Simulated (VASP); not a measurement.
A run of VASP 6.6.1 is set up as follows.

File INCAR:

```
ALGO = Normal ; EDIFF = 1E-7
ENCUT = 520 ; GGA = PE
ISIF = 2 ; ISMEAR = 0
LASPH = True ; LCHARG = False
LREAL = False ; LWAVE = False
NBANDS = 76 ; NELM = 60
PREC = Accurate ; SIGMA = 0.1
```

Contents of KPOINTS:

```
k-points
0
Gamma
  6 6 6
```

Contents of POSCAR:

```
Ga3O4
1.0
    0.0000000000      4.3061470073      4.3061470073
    4.3061470073      0.0000000000      4.3061470073
    4.3061470073      4.3061470073      0.0000000000
Ga O
6 8
Direct
    0.2500000000      0.2500000000      0.2500000000
    0.0000000000      0.0000000000      0.0000000000
    0.6250000000      0.1250000000      0.6250000000
    0.6250000000      0.6250000000      0.1250000000
    0.6250000000      0.6250000000      0.6250000000
    0.1250000000      0.6250000000      0.6250000000
    0.3875158315      0.3875158315      0.3875158315
    0.8624841685      0.8624841685      0.8624841685
    0.8624841685      0.4125474946      0.8624841685
    0.4125474946      0.8624841685      0.8624841685
    0.3875158315      0.8374525054      0.3875158315
    0.8374525054      0.3875158315      0.3875158315
    0.3875158315      0.3875158315      0.8374525054
    0.8624841685      0.8624841685      0.4125474946
```

Potentials or basis: VASP PAW PBE potentials, release 64 (Ga_d, O).

The run is started by

```console
$ cat potpaw_PBE.64/Ga_d/POTCAR potpaw_PBE.64/O/POTCAR > POTCAR
$ mpirun -np 1 vasp_std > vasp.out
```

Task: Estimate the pressure.

Result: 0.8 GPa.

Task: What does it give for the largest force?

Result: 0.028 eV/Å.

Task: What does it give for the band gap on the k mesh?

Result: Zero (bands 63 and 64 overlap by 1.11 eV).

Forces on the atoms (eV/Å):
```
Ga   0.000  0.000  0.000
Ga   0.000  0.000  0.000
Ga   0.000  0.000  0.000
Ga   0.000  0.000  0.000
Ga   0.000  0.000  0.000
Ga   0.000  0.000  0.000
O   -0.016 -0.016 -0.016
O    0.016  0.016  0.016
O   -0.016  0.016 -0.016
O    0.016 -0.016 -0.016
O    0.016 -0.016  0.016
O   -0.016  0.016  0.016
O    0.016  0.016 -0.016
O   -0.016 -0.016  0.016
```
